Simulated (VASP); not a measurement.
Wanted: the native input for a VASP 6.6.1 run.

```yaml
Task: single point
Functional: PBE
Potentials_or_basis: VASP PAW PBE potentials, release 64 (Ga_d, Se)
Cutoff: 520 eV
k_mesh: 10 × 10 × 10
Occupations: gaussian, width 0.1 eV
Spin: no spin polarisation
Dipole_correction: no
Further_INCAR_settings: ALGO = Normal; EDIFF = 1e-07; NBANDS = 30
```

The structure of Ga3Se lies in POSCAR:

```
Ga3Se
1.0
    4.4084263080      0.0000000000      0.0000000000
    0.0000000000      4.4084263080      0.0000000000
    0.0000000000      0.0000000000      4.4084263080
Ga Se
3 1
Direct
    0.0000000000      0.5000000000      0.5000000000
    0.5000000000      0.0000000000      0.5000000000
    0.5000000000      0.5000000000      0.0000000000
    0.0000000000      0.0000000000      0.0000000000
```

The input as run:

INCAR

```
PREC = Accurate ; ENCUT = 520
EDIFF = 1E-7 ; ISMEAR = 0
SIGMA = 0.1 ; LREAL = F
LASPH = T ; NELM = 80
ALGO = Normal ; ISIF = 2
LWAVE = F ; LCHARG = F
GGA = PE ; NBANDS = 30
```

KPOINTS

```
Automatic mesh
0
Gamma
  10 10 10
```

Potentials or basis: VASP PAW PBE potentials, release 64 (Ga_d, Se).

Command:

```sh
$ cat potpaw_PBE.64/Ga_d/POTCAR potpaw_PBE.64/Se/POTCAR > POTCAR
$ mpirun -np 1 vasp_std > vasp.out
```

It gave:

| Item | Value |
| --- | --- |
| Pressure | 0.1 GPa |

Wall time 3.4 min on 1 thread of AMD EPYC 7R43 64-Core Processor (Zen 3), with other jobs on the host, peak memory 0.23 GiB.
